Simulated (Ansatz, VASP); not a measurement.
P in VASP and in Ansatz

```xyz
8
Lattice="0.0000 4.2961 4.2961 4.2961 0.0000 4.2961 4.2961 4.2961 0.0000" Properties=species:S:1:pos:R:3 pbc="T T T"
P     7.4285    7.4285    7.4285
P     5.4596    5.4596    7.4285
P     5.4596    7.4285    5.4596
P     7.4285    5.4596    5.4596
P     3.1325    3.1325    1.1636
P     1.1636    1.1636    1.1636
P     3.1325    1.1636    3.1325
P     1.1636    3.1325    3.1325
```

Alike in both runs: task relaxation of cell and atoms; functional PBE; k mesh 8 × 8 × 8; occupations gaussian, width 0.1 eV; no spin polarisation.

|  | VASP | Ansatz |
| --- | --- | --- |
| version | VASP 6.6.1 | Ansatz 0.2.0 |
| potentials or method | VASP PAW PBE potentials, release 64 (P), cutoff 600 eV | scalar-relativistic, plane waves, PAW |
| valence electrons in the cell | 40 | 40 |

|  | VASP | Ansatz | Ansatz less VASP |
| --- | --- | --- | --- |
| gap on the k mesh at the Fermi level, each at its own relaxed structure (eV) | none | none | - |
| relaxed volume (Å³/atom) | 20.17 | 20.07 | -0.103 |
| relaxed length of the cell vector where the two differ most in proportion (Å) | 6.111 | 6.101 | -0.0104 |

A gap of «none» marks a metal or a gap that the smearing closes.
